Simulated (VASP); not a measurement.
WSe2, 3 atoms in the cell. The cell holds a slab with vacuum, 3 atoms: a = 3.270 Å, b = 3.270 Å, c = 16.661 Å, α = 90.00°, β = 90.00°, γ = 120.00°. 

| Quantity | Value |
| --- | --- |
| Program | VASP 6.6.1 |
| Task | single point |
| Functional | PBEsol |
| Potentials or basis | VASP PAW PBE potentials, release 64 (W_sv, Se) |
| Cutoff | 520 eV |
| k mesh | 12 × 12 × 2 |
| Occupations | gaussian, width 0.02 eV |
| Spin | no spin polarisation |
| Dipole correction | no |
| Further INCAR settings | ALGO = Normal; EDIFF = 1e-07; NBANDS = 20 |

Potentials or basis: VASP PAW PBE potentials, release 64 (W_sv, Se).

Command:

```bash
$ cat potpaw_PBE.64/W_sv/POTCAR potpaw_PBE.64/Se/POTCAR > POTCAR
$ mpirun -np 1 vasp_std > vasp.out
```

Hardware: 1 thread of Intel(R) Xeon(R) Platinum 8488C (Sapphire Rapids) (shared host).

Estimate the wall time of this run.

It took 83 s on 1 thread of Intel(R) Xeon(R) Platinum 8488C (Sapphire Rapids), on a shared host, peak memory 0.31 GiB. Counts: scf iterations 22, k points 38.
